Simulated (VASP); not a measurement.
# MnO (R-3m) in VASP: single point with PBE

Aim: the single point of MnO with PBE.

All numbers are computed with VASP 6.6.1; they aren't measurements. Logs are shortened: lines on timing, memory, paths and dates and some standing lists are left out, and cuts for length are marked.

### 1 The cell of the first run

The structure is trigonal, space group R-3m (No. 166). Conventional cell: a = 3.093 Å, b = 3.093 Å, c = 6.101 Å, α = 90.00°, β = 90.00°, γ = 120.00°. Within 2.8 Å of Mn (site symmetry -3m) lie 6 O at 2.06 Å and 6 Mn at 2.71 Å. O (site symmetry -3m) has 6 Mn at 2.06 Å and 6 O at 2.71 Å within 2.8 Å.

### 2 Single point, PBE

POSCAR

```
MnO
1.0
    1.5467133207      0.8929953534      2.0335968973
   -1.5467133207      0.8929953534      2.0335968973
    0.0000000000     -1.7859907028      2.0335968991
Mn O
1 1
Direct
    1.0000000000      0.0000000000      0.0000000000
    0.5000000000      0.5000000000      0.5000000000
```

INCAR.step1

```
PREC     = Accurate       # precision mode
ENCUT    = 520            # plane-wave cutoff, eV
EDIFF    = 1E-6           # SCF threshold, eV
ISMEAR   = 0              # smearing method
SIGMA    = 0.05           # smearing width, eV
LREAL    = False          # projectors in reciprocal space
LASPH    = True           # aspherical terms in the spheres
NELM     = 100            # most SCF steps
ALGO     = Normal         # electronic algorithm
ISIF     = 2              # what is computed and relaxed
LWAVE    = False          # write WAVECAR
LCHARG   = True           # write CHGCAR
LMAXMIX  = 4              # l up to which the mixer works
GGA      = PE             # functional
NBANDS   = 16             # bands
```

KPOINTS.step1

```
regular mesh
0
Gamma
  14 14 14
```

INCAR.step2

```
PREC     = Accurate       # precision mode
ENCUT    = 520            # plane-wave cutoff, eV
EDIFF    = 1E-6           # SCF threshold, eV
ISMEAR   = -5             # smearing method
SIGMA    = 0.05           # smearing width, eV
LREAL    = False          # projectors in reciprocal space
LASPH    = True           # aspherical terms in the spheres
NELM     = 100            # most SCF steps
ALGO     = Normal         # electronic algorithm
ISIF     = 2              # what is computed and relaxed
LWAVE    = False          # write WAVECAR
LCHARG   = False          # write CHGCAR
LMAXMIX  = 4              # l up to which the mixer works
GGA      = PE             # functional
LORBIT   = 11             # projections on sites
NBANDS   = 16             # bands
NEDOS    = 1001           # points of the DOS
ICHARG   = 11             # starting density
```

KPOINTS.step2

```
regular mesh
0
Gamma
  21 21 21
```

Potentials or basis: VASP PAW PBE potentials, release 64 (Mn_pv, O).

On the command line:

```
cat potpaw_PBE.64/Mn_pv/POTCAR potpaw_PBE.64/O/POTCAR > POTCAR
cp INCAR.step1 INCAR
cp KPOINTS.step1 KPOINTS
mpirun -np 1 vasp_std > vasp.out
cp INCAR.step2 INCAR
cp KPOINTS.step2 KPOINTS
mpirun -np 1 vasp_std > vasp.out
```

OUTCAR:

```text
PREC = Accurate
   ENCUT = 520
   EDIFF = 1E-6
   ISMEAR = -5
   LREAL = False
   LASPH = True
   NELM = 100
   ISIF = 2
   GGA = PE
   LORBIT = 11
   ICHARG = 11

 ion  position               nearest neighbor table
   1  0.000  0.000  0.000-   2 2.06   2 2.06   2 2.06   2 2.06   2 2.06   2 2.06
   2  0.500  0.500  0.500-   1 2.06   1 2.06   1 2.06   1 2.06   1 2.06   1 2.06

  LATTYP: Found a trigonal (rhomboedric) cell.
 ALAT       =     2.7065252887
 COS(alpha) =     0.3468311442

  Lattice vectors:

 A1 = (   1.5467133207,   0.8929953534,   2.0335968973)
 A2 = (  -1.5467133207,   0.8929953534,   2.0335968973)
 A3 = (   0.0000000000,  -1.7859907028,   2.0335968991)

Analysis of symmetry for initial positions (statically):
=====================================================================
 Subroutine PRICEL returns:
 Original cell was already a primitive cell.

 Routine SETGRP: Setting up the symmetry group for a
 trigonal (rhombohedral) supercell.

 Subroutine GETGRP returns: Found 12 space group operations
 (whereof 12 operations were pure point group operations)
 out of a pool of 12 trial point group operations.

The static configuration has the point symmetry D_3d.

Analysis of symmetry for dynamics (positions and initial velocities):
=====================================================================
 Subroutine PRICEL returns:
 Original cell was already a primitive cell.

 Routine SETGRP: Setting up the symmetry group for a
 trigonal (rhombohedral) supercell.

 Subroutine GETGRP returns: Found 12 space group operations
 (whereof 12 operations were pure point group operations)
 out of a pool of 12 trial point group operations.

The dynamic configuration has the point symmetry D_3d.

 Subroutine INISYM returns: Found 12 space group operations
 (whereof 12 operations are pure point group operations),
 and found     1 'primitive' translations

----------------------------------------------------------------------------------------

                                     Primitive cell

  volume of cell :      16.8529

  direct lattice vectors                    reciprocal lattice vectors
     1.546713321  0.892995353  2.033596897     0.323266111  0.186637776  0.163913179
    -1.546713321  0.892995353  2.033596897    -0.323266111  0.186637776  0.163913179
     0.000000000 -1.785990703  2.033596899     0.000000000 -0.373275552  0.163913180

  length of vectors
     2.706525289  2.706525289  2.706525289     0.407679002  0.407679002  0.407679002

  position of ions in fractional coordinates (direct lattice)
     0.000000000  0.000000000  0.000000000
     0.500000000  0.500000000  0.500000000

  ion indices of the primitive-cell ions
   primitive index   ion index
                 1           1
                 2           2

----------------------------------------------------------------------------------------

 KPOINTS: regular mesh

Automatic generation of k-mesh.
 Grid dimensions read from file:
 generate k-points for:   21   21   21

 Generating k-lattice:

  Cartesian coordinates                     Fractional coordinates (reciprocal lattice)
     0.015393624  0.008887513  0.007805389     0.047619048  0.000000000 -0.000000000
    -0.015393624  0.008887513  0.007805389     0.000000000  0.047619048 -0.000000000
     0.000000000 -0.017775026  0.007805390     0.000000000  0.000000000  0.047619048

  Length of vectors
     0.019413286  0.019413286  0.019413286

  Shift w.r.t. Gamma in fractional coordinates (k-lattice)
     0.000000000  0.000000000  0.000000000

 TETIRR: Found   4641 inequivalent tetrahedra from    55566

 Subroutine IBZKPT returns following result:
 ===========================================

 Found    891 irreducible k-points:

 Following reciprocal coordinates:
            Coordinates               Weight
  0.000000  0.000000  0.000000      1.000000
  0.047619 -0.000000  0.000000      6.000000
  0.095238  0.000000  0.000000      6.000000
  0.142857  0.000000  0.000000      6.000000
  0.190476  0.000000  0.000000      6.000000
  0.238095  0.000000 -0.000000      6.000000
[... 16 lines left out ...]
 -0.428571  0.047619 -0.000000     12.000000
 -0.380952  0.047619  0.000000     12.000000
 [... further k-points ...]
   k-points           NKPTS =    891   k-points in BZ     NKDIM =    891   number of bands    NBANDS=     16
   number of dos      NEDOS =   1001   number of ions     NIONS =      2
   total plane-waves  NPLWV =   8000
   dimension x,y,z NGX =    20 NGY =   20 NGZ =   20
   dimension x,y,z NGXF=    40 NGYF=   40 NGZF=   40
   ions per type =               1   1
   NGX,Y,Z   is equivalent  to a cutoff of  12.28, 12.28, 12.28 a.u.
   NGXF,Y,Z  is equivalent  to a cutoff of  24.57, 24.57, 24.57 a.u.
 SYSTEM =  unknown system
   PREC   = accura    normal or accurate (medium, high low for compatibility)
   ISTART =      0    job   : 0-new  1-cont  2-samecut
   ICHARG =     11    charge: 1-file 2-atom 10-const
   ISPIN  =      1    spin polarized calculation?
   LNONCOLLINEAR =      F non collinear calculations
   LSORBIT =      F    spin-orbit coupling
   LASPH  =      T    aspherical Exc in radial PAW
   ENCUT  =  520.0 eV  38.22 Ry    6.18 a.u.   5.03  5.03  5.03*2*pi/ulx,y,z
   NELM   =    100;   NELMIN=  2; NELMDL=  0     # of ELM steps
   EDIFF  = 0.1E-05   stopping-criterion for ELM
   LREAL  =      F    real-space projection
   EDIFFG = 0.1E-04   stopping-criterion for IOM
   NSW    =      0    number of steps for IOM
   IBRION =     -1    ionic relax: 0-MD 1-quasi-New 2-CG
   NFREE  =      0    steps in history (QN), initial steepest desc. (CG)
   ISIF   =      2    stress and relaxation
   ISYM   =      2    0-nonsym 1-usesym 2-fastsym
   POTIM  = 0.5000    time-step for ionic-motion
   TEBEG  =    0.0;   TEEND  =   0.0 temperature during run
   PSTRESS=    0.0 pullay stress
   NELECT =      19.0000    total number of electrons
   NUPDOWN=      -1.0000    fix difference up-down
   EMIN   =  10.00;   EMAX   =-10.00  energy-range for DOS
   EFERMI =   0.00;   METHOD = LEGACY
   ISMEAR =    -5;   SIGMA  =   0.05  broadening in eV -4-tet -1-fermi 0-gaus
   EFERMI_NEDOS =   21; number of points for ismear=-14 and -15
   IALGO  =     38    algorithm
   IMIX   =      4    mixing-type and parameters
     AMIX     =   0.40;   BMIX     =  1.00
     AMIX_MAG =   1.60;   BMIX_MAG =  1.00
  volume/ion in A,a.u.               =       8.43        56.86
  Fermi-wavevector in a.u.,A,eV,Ry     =   1.703862  3.219832 39.499677  2.903144
  Thomas-Fermi vector in A             =   2.783371
   LORBIT       =     11    0 simple, 1 ext, 2 COOP (PROOUT), +10 PAW based schemes
   GGA     = PE    functional components
   LHFCALC =     F    Hartree Fock is set to
   AEXX    =    0.0000 exact exchange contribution
   IVDW    =     0    specifies the selected vdW correction
   LEPSILON=     F    determine dielectric tensor
   LRPA    =     F    only Hartree local field effects (RPA)
 non-spin polarized calculation
 Fermi weights with tetrahedron method with Bloechl corrections
  energy-cutoff  :      520.00
  volume of cell :       16.85
 maximum number of plane-waves:       467

 number of electron      18.9999976 magnetization

 Free energy of the ion-electron system (eV)
  ---------------------------------------------------
  ext. energy  EPLUGINS =         0.00000000
  ---------------------------------------------------
  free energy    TOTEN  =       -14.98494197 eV

  energy without entropy =      -14.98494197  energy(sigma->0) =      -14.98494197

 E-fermi :  10.5405     XC(G=0): -13.6037

 val. band max:       10.5585261596   @ k =   0.3810   0.3810   0.1429
 cond. band min:      10.4830169224   @ k =   0.1429   0.0000   0.0000
 fundamental gap:     -0.0755092371
 Fermi energy:        10.5404861741

 k-point     1 :       0.0000    0.0000    0.0000
  band No.  band energies     occupation
      1     -37.8967      2.00000
      2     -37.8967      2.00000
      3     -37.6279      2.00000
      4     -11.7807      2.00000
      5       5.5781      2.00000
      6       5.5781      2.00000
[... 8 lines left out ...]
     15      28.6898      0.00000
     16      28.6898      0.00000

 k-point     2 :       0.0476   -0.0000    0.0000
  band No.  band energies     occupation
      1     -37.9002      2.00000
      2     -37.8966      2.00000
      3     -37.6298      2.00000
      4     -11.7525      2.00000
      5       5.4096      2.00000
      6       5.4862      2.00000
[... 8 lines left out ...]
     15      28.6323      0.00000
     16      28.9000      0.00000

 k-point     3 :       0.0952    0.0000    0.0000
  band No.  band energies     occupation
      1     -37.9105      2.00000
      2     -37.8962      2.00000
      3     -37.6353      2.00000
      4     -11.6695      2.00000
      5       4.9469      2.00000
      6       5.2459      2.00000
[... 8 lines left out ...]
     15      28.4510      0.00000
     16      29.3876      0.00000

 k-point     4 :       0.1429    0.0000    0.0000
  band No.  band energies     occupation
      1     -37.9273      2.00000
      2     -37.8956      2.00000
      3     -37.6432      2.00000
      4     -11.5365      2.00000
      5       4.3016      2.00000
      6       4.9255      2.00000
[... 8 lines left out ...]
     15      28.1288      0.00000
     16      30.0038      0.00000

 k-point     5 :       0.1905    0.0000    0.0000
  band No.  band energies     occupation
      1     -37.9496      2.00000
      2     -37.8948      2.00000
      3     -37.6523      2.00000
      4     -11.3618      2.00000
      5       3.5809      2.00000
      6       4.5806      2.00000
[... 8 lines left out ...]
     15      27.6648      0.00000
     16      30.6813      0.00000

 k-point     6 :       0.2381    0.0000   -0.0000
  band No.  band energies     occupation
      1     -37.9758      2.00000
      2     -37.8940      2.00000
      3     -37.6612      2.00000
      4     -11.1569      2.00000
      5       2.8564      2.00000
      6       4.2468      2.00000
[... 8 lines left out ...]
     15      27.0949      0.00000
     16      31.3391      0.00000
[... 267 lines left out ...]
 k-point    21 :       0.4762    0.0476    0.0000
  band No.  band energies     occupation
      1     -38.0765      2.00000
      2     -37.8926      2.00000
      3     -37.6882      2.00000
      4     -10.3218      2.00000
      5       0.6423      2.00000
      6       3.3009      2.00000
[... 8 lines left out ...]
     15      24.9132      0.00000
     16      29.5546      0.00000

 k-point    22 :      -0.4762    0.0476    0.0000
  band No.  band energies     occupation
      1     -38.0781      2.00000
      2     -37.8930      2.00000
      3     -37.6881      2.00000
      4     -10.3027      2.00000
      5       0.6027      2.00000
      6       3.2900      2.00000
[... 8 lines left out ...]
     15      24.8384      0.00000
     16      29.4571      0.00000

 k-point    23 :      -0.4286    0.0476   -0.0000
  band No.  band energies     occupation
      1     -38.0710      2.00000
      2     -37.8937      2.00000
      3     -37.6863      2.00000
      4     -10.3599      2.00000
      5       0.7371      2.00000
      6       3.3465      2.00000
[... 8 lines left out ...]
     15      24.9423      0.00000
     16      29.5411      0.00000

 k-point    24 :      -0.3810    0.0476    0.0000
  band No.  band energies     occupation
      1     -38.0559      2.00000
      2     -37.8945      2.00000
      3     -37.6828      2.00000
      4     -10.4855      2.00000
      5       1.0352      2.00000
      6       3.4686      2.00000
[... 8 lines left out ...]
     15      25.2098      0.00000
     16      29.7889      0.00000

 [... further k-points ...]

------------------------ aborting loop because EDIFF is reached ----------------------------------------

  FORCE on cell =-STRESS in cart. coord.  units (eV):
  Direction    XX          YY          ZZ          XY          YZ          ZX
  --------------------------------------------------------------------------------------
  -------------------------------------------------------------------------------------
  Total        0.1358436      0.1358436      0.0656201      0.0000000     -0.0000000      0.0000000
  in kB       12.9144125     12.9144125      6.2383911      0.0000000     -0.0000000      0.0000000
  external PRESSURE =      10.6890720 kB  Pullay stress =       0.0000000 kB

 VOLUME and BASIS-vectors are now :
 -----------------------------------------------------------------------------
  energy-cutoff  :      520.00
  volume of cell :       16.85
      direct lattice vectors                 reciprocal lattice vectors
     1.546713321  0.892995353  2.033596897     0.323266111  0.186637776  0.163913179
    -1.546713321  0.892995353  2.033596897    -0.323266111  0.186637776  0.163913179
     0.000000000 -1.785990703  2.033596899     0.000000000 -0.373275552  0.163913180

 POSITION                                       TOTAL-FORCE (eV/Angst)
 -----------------------------------------------------------------------------------
      0.00000      0.00000      0.00000         0.000000      0.000000      0.000000
      0.00000      0.00000      3.05040        -0.000000     -0.000000     -0.000000
 -----------------------------------------------------------------------------------
    total drift:                               -0.000000     -0.000000      0.000000

  FREE ENERGIE OF THE ION-ELECTRON SYSTEM (eV)
  ---------------------------------------------------
  free  energy   TOTEN  =       -14.9849419743 eV

  energy  without entropy=      -14.9849419743  energy(sigma->0) =      -14.98494197

 total charge

# of ion       s       p       d       tot
------------------------------------------
    1        0.245   6.258   5.249  11.753
    2        1.549   3.472   0.000   5.022
--------------------------------------------------
tot          1.795   9.730   5.249  16.774
```

Run time: 2.3 min. Hardware: 1 thread of Intel Xeon Platinum 8259CL at 2.50GHz (Skylake/Cascade Lake), shared host; peak memory 0.33 GiB.

Results:

```
Valence electrons inside the program's atomic spheres : Mn 11.75; O 5.02
```

Levels at points of the mesh, in eV from the Fermi level:
| k point | band 5 | band 6 | band 7 | band 8 | band 9 | band 10 | band 11 | band 12 | band 13 | band 14 |
| --- | --- | --- | --- | --- | --- | --- | --- | --- | --- | --- |
| (0.00, 0.00, 0.00) | -4.96 | -4.96 | -3.96 | -2.51 | -2.51 | -0.99 | -0.76 | -0.76 | 2.28 | 16.07 |

Caveat: an odd number of electrons without spin polarisation forces a metal; a magnetic or distorted state may lie lower; the run has no spin polarisation, though such a crystal can be magnetic; semilocal functionals often make such compounds metallic where correlation or magnetic order opens a gap, which also shifts bond lengths; tetrahedron occupations give inexact forces and stress in metals. Spin polarisation is off, so any magnetic state and its effect on volume and gap are missing.
